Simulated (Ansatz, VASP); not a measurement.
## Two plane-wave programs on LiHf2O2

File INCAR:

```
  PREC = Accurate
  ENCUT = 600
  EDIFF = 1E-7
  ISMEAR = 0
  SIGMA = 0.1
  LREAL = False
  LASPH = True
  NELM = 60
  ALGO = Normal
  ISIF = 3
  LWAVE = False
  LCHARG = False
  GGA = PE
  IBRION = 2
  NSW = 90
  EDIFFG = -0.04
```

Contents of KPOINTS:

```
regular mesh
0
Gamma
  6 6 4
```

POSCAR

```
LiHf2O2
1.0
    3.6890274400      0.0000000000      0.0000000000
   -1.8445137200      3.1947914800      0.0000000000
    0.0000000000      0.0000000000      6.1476508200
Li Hf O
1 2 2
Direct
    0.0000000000      0.0000000000      0.0000000000
    0.0000000000      0.0000000000      0.3173946500
    0.0000000000      0.0000000000      0.6826053500
    0.3333333300      0.6666666700      0.5000000000
    0.6666666700      0.3333333300      0.5000000000
```

Input for Ansatz:

```yaml
crystal:
  lattice:
    - [3.68902744, 0.0, 0.0]
    - [-1.84451372, 3.19479148, 0.0]
    - [0.0, 0.0, 6.14765082]
  atoms:
    - { symbol: Li, position: [0.0, 0.0, 0.0] }
    - { symbol: Hf, position: [0.0, 0.0, 0.31739465] }
    - { symbol: Hf, position: [0.0, 0.0, 0.68260535] }
    - { symbol: O, position: [0.33333333, 0.66666667, 0.5] }
    - { symbol: O, position: [0.66666667, 0.33333333, 0.5] }
basis:
  ecutwfc: 420
kpoints:
  mp_grid: { grid: [6, 6, 4] }
hamiltonian:
  xc: pbe
scf:
  occupations: { method: gaussian, width: 0.1 }
  lower_state_search: "off"
output:
  forces: true
  stress: true
  eigenvalues: true
relax:
  adjacent_minimum: "off"
  f_tol: 0.04
  max_steps: 70
  cell: { stress_tol: 0.4 }
```

Alike in both runs: task relaxation of cell and atoms; functional PBE; k mesh 6 × 6 × 4; occupations gaussian, width 0.1 eV; no spin polarisation.

|  | VASP | Ansatz |
| --- | --- | --- |
| version | VASP 6.6.1 | Ansatz 0.2.0 |
| potentials or method | VASP PAW PBE potentials, release 64 (Li_sv, Hf_pv, O), cutoff 600 eV | scalar-relativistic, plane waves, PAW |
| valence electrons in the cell | 35 | 67 |

|  | VASP | Ansatz | Ansatz less VASP |
| --- | --- | --- | --- |
| gap on the k mesh at the Fermi level, each at its own relaxed structure (eV) | none | none | - |
| relaxed volume (Å³/atom) | 17.84 | 18.49 | +0.651 |
| relaxed cell length with the largest relative difference (Å) | 8.113 | 8.328 | +0.2150 |

A gap of «none» marks a metal or a gap that the smearing closes. VASP's potentials hold 35 valence electrons a cell and Ansatz's 67, so a difference there can come from the potentials and not from the codes.

Spin-orbit coupling is off throughout. Noted on VASP's run: the cutoff is short for stress, so the pressure is rough; the volume moved by over 15 % at a fixed basis, so the end points are rough.
